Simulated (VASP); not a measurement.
# Pb (Fd-3m) in VASP: further runs

Pb is run at these levels: PBEsol; tasks: single point.

Program: VASP 6.6.1. These are calculated values, not measurements. Logs are shortened: lines on timing, memory, paths and dates and some standing lists are left out, and cuts for length are marked.

## (1) The cell of the first run

The structure is cubic, space group Fd-3m (No. 227). The conventional cell has a = 6.890 Å, b = 6.890 Å, c = 6.890 Å, α = 90.00°, β = 90.00°, γ = 90.00°. Within 3.9 Å of Pb (site symmetry -43m) lie 4 Pb at 2.98 Å.

## (2) Single point, PBEsol

The input, INCAR:

```
PREC = Accurate ; ENCUT = 500
EDIFF = 1E-6 ; ISMEAR = 1
SIGMA = 0.05 ; LREAL = False
LASPH = True ; NELM = 120
ALGO = Normal ; ISIF = 2
LWAVE = False ; LCHARG = False
GGA = PS ; NBANDS = 21
GGA_COMPAT = False
```

The input, KPOINTS:

```
Automatic mesh
0
Gamma
  5 5 5
```

The input, POSCAR:

```
Pb
1.0
    0.0000000000      3.4451405149      3.4451405149
    3.4451405149      0.0000000000      3.4451405149
    3.4451405149      3.4451405149      0.0000000000
Pb
2
Direct
    1.0000000000      1.0000000000      1.0000000000
    0.2500000000      0.2500000000      0.2500000000
```

Potentials or basis: VASP PAW PBE potentials, release 64 (Pb_d).

Launch:

```bash
$ cat potpaw_PBE.64/Pb_d/POTCAR > POTCAR
$ mpirun -np 1 vasp_std > vasp.out
```

OUTCAR:

```text
PREC = Accurate
   ENCUT = 500
   EDIFF = 1E-6
   ISMEAR = 1
   LREAL = False
   LASPH = True
   NELM = 120
   ISIF = 2
   GGA = PS

 ion  position               nearest neighbor table
   1  0.000  0.000  0.000-   2 2.98   2 2.98   2 2.98   2 2.98
   2  0.250  0.250  0.250-   1 2.98   1 2.98   1 2.98   1 2.98

  LATTYP: Found a face centered cubic cell.
 ALAT       =     6.8902810298

  Lattice vectors:

 A1 = (   0.0000000000,   3.4451405149,   3.4451405149)
 A2 = (   3.4451405149,   0.0000000000,   3.4451405149)
 A3 = (   3.4451405149,   3.4451405149,   0.0000000000)

Analysis of symmetry for initial positions (statically):
=====================================================================
 Subroutine PRICEL returns:
 Original cell was already a primitive cell.

 Routine SETGRP: Setting up the symmetry group for a
 face centered cubic supercell.

 Subroutine GETGRP returns: Found 48 space group operations
 (whereof 24 operations were pure point group operations)
 out of a pool of 48 trial point group operations.

The static configuration has the point symmetry T_d .
 The point group associated with its full space group is O_h .

Analysis of symmetry for dynamics (positions and initial velocities):
=====================================================================
 Subroutine PRICEL returns:
 Original cell was already a primitive cell.

 Routine SETGRP: Setting up the symmetry group for a
 face centered cubic supercell.

 Subroutine GETGRP returns: Found 48 space group operations
 (whereof 24 operations were pure point group operations)
 out of a pool of 48 trial point group operations.

The dynamic configuration has the point symmetry T_d .
 The point group associated with its full space group is O_h .

 Subroutine INISYM returns: Found 48 space group operations
 (whereof 24 operations are pure point group operations),
 and found     1 'primitive' translations

----------------------------------------------------------------------------------------

                                     Primitive cell

  volume of cell :      81.7807

  direct lattice vectors                    reciprocal lattice vectors
     0.000000000  3.445140515  3.445140515    -0.145131961  0.145131961  0.145131961
     3.445140515  0.000000000  3.445140515     0.145131961 -0.145131961  0.145131961
     3.445140515  3.445140515  0.000000000     0.145131961  0.145131961 -0.145131961

  length of vectors
     4.872164440  4.872164440  4.872164440     0.251375931  0.251375931  0.251375931

  position of ions in fractional coordinates (direct lattice)
     0.000000000  0.000000000  0.000000000
     0.250000000  0.250000000  0.250000000

  ion indices of the primitive-cell ions
   primitive index   ion index
                 1           1
                 2           2

----------------------------------------------------------------------------------------

 KPOINTS: Automatic mesh

Automatic generation of k-mesh.
 Grid dimensions read from file:
 generate k-points for:    5    5    5

 Generating k-lattice:

  Cartesian coordinates                     Fractional coordinates (reciprocal lattice)
    -0.029026392  0.029026392  0.029026392     0.200000000  0.000000000  0.000000000
     0.029026392 -0.029026392  0.029026392     0.000000000  0.200000000  0.000000000
     0.029026392  0.029026392 -0.029026392     0.000000000  0.000000000  0.200000000

  Length of vectors
     0.050275186  0.050275186  0.050275186

  Shift w.r.t. Gamma in fractional coordinates (k-lattice)
     0.000000000  0.000000000  0.000000000

 Subroutine IBZKPT returns following result:
 ===========================================

 Found     10 irreducible k-points:

 Following reciprocal coordinates:
            Coordinates               Weight
  0.000000  0.000000  0.000000      1.000000
  0.200000  0.000000  0.000000      8.000000
  0.400000  0.000000  0.000000      8.000000
  0.200000  0.200000  0.000000      6.000000
  0.400000  0.200000  0.000000     24.000000
 -0.400000  0.200000  0.000000     24.000000
 -0.200000  0.200000  0.000000     12.000000
  0.400000  0.400000  0.000000      6.000000
 -0.400000  0.400000  0.000000     12.000000
 -0.400000  0.400000  0.200000     24.000000
   k-points           NKPTS =     10   k-points in BZ     NKDIM =     10   number of bands    NBANDS=     21
   number of dos      NEDOS =    301   number of ions     NIONS =      2
   total plane-waves  NPLWV =  46656
   dimension x,y,z NGX =    36 NGY =   36 NGZ =   36
   dimension x,y,z NGXF=    72 NGYF=   72 NGZF=   72
   ions per type =               2
   NGX,Y,Z   is equivalent  to a cutoff of  12.28, 12.28, 12.28 a.u.
   NGXF,Y,Z  is equivalent  to a cutoff of  24.57, 24.57, 24.57 a.u.
 SYSTEM =  unknown system
   PREC   = accura    normal or accurate (medium, high low for compatibility)
   ISTART =      0    job   : 0-new  1-cont  2-samecut
   ICHARG =      2    charge: 1-file 2-atom 10-const
   ISPIN  =      1    spin polarized calculation?
   LNONCOLLINEAR =      F non collinear calculations
   LSORBIT =      F    spin-orbit coupling
   LASPH  =      T    aspherical Exc in radial PAW
   ENCUT  =  500.0 eV  36.75 Ry    6.06 a.u.   8.88  8.88  8.88*2*pi/ulx,y,z
   NELM   =    120;   NELMIN=  2; NELMDL= -5     # of ELM steps
   EDIFF  = 0.1E-05   stopping-criterion for ELM
   LREAL  =      F    real-space projection
   EDIFFG = 0.1E-04   stopping-criterion for IOM
   NSW    =      0    number of steps for IOM
   IBRION =     -1    ionic relax: 0-MD 1-quasi-New 2-CG
   NFREE  =      0    steps in history (QN), initial steepest desc. (CG)
   ISIF   =      2    stress and relaxation
   ISYM   =      2    0-nonsym 1-usesym 2-fastsym
   POTIM  = 0.5000    time-step for ionic-motion
   TEBEG  =    0.0;   TEEND  =   0.0 temperature during run
   PSTRESS=    0.0 pullay stress
   NELECT =      28.0000    total number of electrons
   NUPDOWN=      -1.0000    fix difference up-down
   EMIN   =  10.00;   EMAX   =-10.00  energy-range for DOS
   EFERMI =   0.00;   METHOD = LEGACY
   ISMEAR =     1;   SIGMA  =   0.05  broadening in eV -4-tet -1-fermi 0-gaus
   EFERMI_NEDOS =   21; number of points for ismear=-14 and -15
   IALGO  =     38    algorithm
   IMIX   =      4    mixing-type and parameters
     AMIX     =   0.40;   BMIX     =  1.00
     AMIX_MAG =   1.60;   BMIX_MAG =  1.00
  volume/ion in A,a.u.               =      40.89       275.94
  Fermi-wavevector in a.u.,A,eV,Ry     =   1.145277  2.164260 17.846212  1.311660
  Thomas-Fermi vector in A             =   2.281966
   LORBIT       =      0    0 simple, 1 ext, 2 COOP (PROOUT), +10 PAW based schemes
   GGA     = PS    functional components
   LHFCALC =     F    Hartree Fock is set to
   AEXX    =    0.0000 exact exchange contribution
   IVDW    =     0    specifies the selected vdW correction
   LEPSILON=     F    determine dielectric tensor
   LRPA    =     F    only Hartree local field effects (RPA)
 non-spin polarized calculation
 Methfessel and Paxton  Order N= 1 SIGMA  =   0.05
  energy-cutoff  :      500.00
  volume of cell :       81.78
 maximum number of plane-waves:      2092
   NGX = 17   NGY = 17   NGZ = 17

 number of electron      27.9999998 magnetization

 Free energy of the ion-electron system (eV)
  ---------------------------------------------------
  ext. energy  EPLUGINS =         0.00000000
  ---------------------------------------------------
  free energy    TOTEN  =        -7.29887787 eV

  energy without entropy =       -7.29844165  energy(sigma->0) =       -7.29873247

 E-fermi :   3.9566     XC(G=0):  -8.5971

 val. band max:        3.8660747401   @ k =   0.2000   0.0000   0.0000
 cond. band min:       3.9827285232   @ k =   0.2000   0.0000   0.0000
 fundamental gap:      0.1166537830
 Fermi energy:         3.9566223519

 k-point     1 :       0.0000    0.0000    0.0000
  band No.  band energies     occupation
      1     -13.0013      2.00000
      2     -13.0013      2.00000
      3     -13.0013      2.00000
      4     -12.9234      2.00000
      5     -12.9234      2.00000
      6     -12.4968      2.00000
[... 13 lines left out ...]
     20      12.0435      0.00000
     21      12.0435      0.00000

 k-point     2 :       0.2000    0.0000    0.0000
  band No.  band energies     occupation
      1     -13.0291      2.00000
      2     -13.0291      2.00000
      3     -12.9928      2.00000
      4     -12.8808      2.00000
      5     -12.8808      2.00000
      6     -12.5413      2.00000
[... 13 lines left out ...]
     20      11.1783      0.00000
     21      11.1783      0.00000

 k-point     3 :       0.4000    0.0000    0.0000
  band No.  band energies     occupation
      1     -13.0476      2.00000
      2     -13.0476      2.00000
      3     -12.9781      2.00000
      4     -12.8441      2.00000
      5     -12.8441      2.00000
      6     -12.5687      2.00000
[... 13 lines left out ...]
     20      11.9819      0.00000
     21      11.9819      0.00000

 k-point     4 :       0.2000    0.2000    0.0000
  band No.  band energies     occupation
      1     -13.0270      2.00000
      2     -13.0270      2.00000
      3     -13.0183      2.00000
      4     -12.8797      2.00000
      5     -12.8295      2.00000
      6     -12.6353      2.00000
[... 13 lines left out ...]
     20      10.3876      0.00000
     21      12.8812      0.00000

 k-point     5 :       0.4000    0.2000    0.0000
  band No.  band energies     occupation
      1     -13.0720      2.00000
      2     -13.0497      2.00000
      3     -12.9667      2.00000
      4     -12.8281      2.00000
      5     -12.7765      2.00000
      6     -12.6916      2.00000
[... 13 lines left out ...]
     20      11.8548      0.00000
     21      12.9022      0.00000

 k-point     6 :      -0.4000    0.2000    0.0000
  band No.  band energies     occupation
      1     -13.0883      2.00000
      2     -13.0636      2.00000
      3     -12.9217      2.00000
      4     -12.8061      2.00000
      5     -12.7875      2.00000
      6     -12.6501      2.00000
[... 13 lines left out ...]
     20      11.7823      0.00000
     21      11.8333      0.00000

 k-point     7 :      -0.2000    0.2000    0.0000
  band No.  band energies     occupation
      1     -13.0583      2.00000
      2     -13.0577      2.00000
      3     -12.9551      2.00000
      4     -12.8595      2.00000
      5     -12.8148      2.00000
      6     -12.6100      2.00000
[... 13 lines left out ...]
     20      11.2274      0.00000
     21      11.7854      0.00000

 k-point     8 :       0.4000    0.4000    0.0000
  band No.  band energies     occupation
      1     -13.0629      2.00000
      2     -13.0629      2.00000
      3     -12.9645      2.00000
      4     -12.8217      2.00000
      5     -12.7659      2.00000
      6     -12.6691      2.00000
[... 13 lines left out ...]
     20      13.1353      0.00000
     21      13.9285      0.00000

 k-point     9 :      -0.4000    0.4000    0.0000
  band No.  band energies     occupation
      1     -13.0949      2.00000
      2     -13.0696      2.00000
      3     -12.8999      2.00000
      4     -12.8196      2.00000
      5     -12.7115      2.00000
      6     -12.6868      2.00000
[... 13 lines left out ...]
     20      12.6415      0.00000
     21      13.7435      0.00000

 k-point    10 :      -0.4000    0.4000    0.2000
  band No.  band energies     occupation
      1     -13.0919      2.00000
      2     -13.0816      2.00000
      3     -12.8899      2.00000
      4     -12.7717      2.00000
      5     -12.7594      2.00000
      6     -12.7088      2.00000
[... 13 lines left out ...]
     20      12.2481      0.00000
     21      13.6857      0.00000

------------------------ aborting loop because EDIFF is reached ----------------------------------------

  FORCE on cell =-STRESS in cart. coord.  units (eV):
  Direction    XX          YY          ZZ          XY          YZ          ZX
  --------------------------------------------------------------------------------------
  -------------------------------------------------------------------------------------
  Total        0.2715351      0.2715351      0.2715351     -0.0000000      0.0000000     -0.0000000
  in kB        5.3196835      5.3196835      5.3196835     -0.0000000      0.0000000     -0.0000000
  external PRESSURE =       5.3196835 kB  Pullay stress =       0.0000000 kB

 VOLUME and BASIS-vectors are now :
 -----------------------------------------------------------------------------
  energy-cutoff  :      500.00
  volume of cell :       81.78
      direct lattice vectors                 reciprocal lattice vectors
     0.000000000  3.445140515  3.445140515    -0.145131961  0.145131961  0.145131961
     3.445140515  0.000000000  3.445140515     0.145131961 -0.145131961  0.145131961
     3.445140515  3.445140515  0.000000000     0.145131961  0.145131961 -0.145131961

 POSITION                                       TOTAL-FORCE (eV/Angst)
 -----------------------------------------------------------------------------------
      0.00000      0.00000      0.00000         0.000000      0.000000      0.000000
      1.72257      1.72257      1.72257        -0.000000     -0.000000     -0.000000
 -----------------------------------------------------------------------------------
    total drift:                                0.000000      0.000000      0.000000

  FREE ENERGIE OF THE ION-ELECTRON SYSTEM (eV)
  ---------------------------------------------------
  free  energy   TOTEN  =        -7.2988778717 eV

  energy  without entropy=       -7.2984416517  energy(sigma->0) =       -7.29873247
```

Run time: 17 s. Hardware: 1 thread of AMD EPYC 7R43 (Zen 3), shared host; peak memory 0.15 GiB.

Results:

```yaml
Free_energy: -7.2989 eV
Pressure: 0.5 GPa
Band_gap_on_the_k_mesh: zero (band 14 reaches 4.51 eV, above the bottom of band 15 at 3.45 eV)
```

Levels at points of the mesh, in eV from the Fermi level:
```
           k point  band 11  band 12  band 13  band 14  band 15  band 16  band 17  band 18
(0.00, 0.00, 0.00)   -10.97    -3.81     0.56     0.56     0.56     2.56     2.56     2.56
```

Caveat: the PAW data sets were made with another functional, which shifts forces and pressure a little; spin-orbit coupling is left out, which moves the levels of the heavy elements.

[end of part 1 of 2]
